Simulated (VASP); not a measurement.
Wanted: the native input for a VASP 6.6.1 run.

```yaml
Task: single point
Functional: PBE
Potentials_or_basis: VASP PAW PBE potentials, release 64 (H, Si, Cl)
Cutoff: 520 eV
k_mesh: 2 × 2 × 1
Occupations: fermi-dirac, width 0.05 eV
Spin: no spin polarisation
Dipole_correction: no
Further_INCAR_settings: LREAL = Auto; ALGO = Normal; EDIFF = 1e-06; NBANDS = 72
```

The structure of Si10H4Cl lies in POSCAR:

```
Si10H4Cl
1.0
    7.6791800000      0.0000000000      0.0000000000
    0.0000000000      7.6791800000      0.0000000000
    0.0000000000      0.0000000000     17.2555000000
H Si Cl
8 20 2
Direct
    0.4093926695      0.0000000000      0.0579525369
    0.0906086327      0.0000000000      0.0579525369
    0.9093939718      0.0000000000      0.0579525369
    0.5906099349      0.0000000000      0.0579525369
    0.4093926695      0.5000013022      0.0579525369
    0.0906086327      0.5000013022      0.0579525369
    0.9093939718      0.5000013022      0.0579525369
    0.5906099349      0.5000013022      0.0579525369
    0.2500006511      0.0000000000      0.1081104575
    0.7500019533      0.0000000000      0.1081104575
    0.2500006511      0.5000013022      0.1081104575
    0.7500019533      0.5000013022      0.1081104575
    0.2037326902      0.2598845189      0.1806612384
    0.7287887509      0.2419268724      0.1934571586
    0.2196588698      0.7322266179      0.1954391353
    0.7498847533      0.7445586638      0.1863521776
   -0.0257579585      0.2575274964      0.2701515459
    0.4656747205      0.2723337648      0.2680594593
    0.0102224456      0.7949676919      0.2871780012
    0.4861977451      0.7868548465      0.2550722958
    0.0151188017      0.0420748049      0.3737069340
    0.4677973429      0.0175669798      0.3424763119
   -0.0215517803      0.5264885053      0.3453217815
    0.4664039650      0.5466859743      0.3669496682
    0.2549490961      0.0591990291      0.4615919562
    0.7253508838      0.0750991642      0.4148995972
    0.2290088265      0.3807698218      0.3964706905
    0.7501191533      0.4069054248      0.4228043233
    0.7208061277     -0.0310840480      0.5216076034
    0.6965066583      0.4934641459      0.5372953551
```

These files were run (other wordings do the same):

INCAR

```
PREC     = Accurate       # precision mode
ENCUT    = 520            # plane-wave cutoff, eV
EDIFF    = 1E-6           # SCF threshold, eV
ISMEAR   = -1             # smearing method
SIGMA    = 0.05           # smearing width, eV
LREAL    = Auto         
LASPH    = True           # aspherical terms in the spheres
NELM     = 100            # most SCF steps
ALGO     = Normal         # electronic algorithm
ISIF     = 2              # what is computed and relaxed
LWAVE    = False          # write WAVECAR
LCHARG   = True           # write CHGCAR
GGA      = PE             # functional
LELF     = True           # ELF
LVHAR    = True         
NBANDS   = 72             # bands
```

KPOINTS

```
Automatic mesh
0
Gamma
  2 2 1
```

Potentials or basis: VASP PAW PBE potentials, release 64 (H, Si, Cl).

Command:

```console
$ cat potpaw_PBE.64/H/POTCAR potpaw_PBE.64/Si/POTCAR potpaw_PBE.64/Cl/POTCAR > POTCAR
$ mpirun -np 1 vasp_std > vasp.out
```

It gave:

```
Largest force          : 2.214 eV/Å
Band gap on the k mesh : 0.62 eV
```

Caveat: the atoms stand as in a frame of molecular dynamics.

It took 20 min on 1 thread of Intel Xeon 8259CL, on a shared host, peak memory 0.95 GiB.
